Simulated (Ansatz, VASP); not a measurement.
## Two plane-wave programs on V

```
V
1.0
    -1.49841    1.49841    1.49841
     1.49841   -1.49841    1.49841
     1.49841    1.49841   -1.49841
V
1
Cartesian
  0.0000 0.0000 0.0000
```

Alike in both runs: functional PBE; k mesh 60 × 60 × 60; occupations gaussian, width 0.1 eV; no spin polarisation.

Ansatz relaxed the structure, and its values are those at the end. VASP's run is a single point on that final structure, the one shown.

|  | VASP | Ansatz |
| --- | --- | --- |
| version | VASP 6.6.1 | Ansatz 0.2.0 |
| potentials or method | VASP PAW PBE potentials, release 64 (V_sv) | scalar-relativistic, plane waves, PAW |
| plane-wave cutoff (eV) | 520 | 420 |
| valence electrons in the cell | 13 | 13 |

```tsv
	VASP	Ansatz	Ansatz less VASP
gap on the k mesh at the Fermi level (eV)	none	none	-
pressure (GPa)	0.4	0.0	-0.38
```

A gap of «none» marks a metal or a gap that the smearing closes.
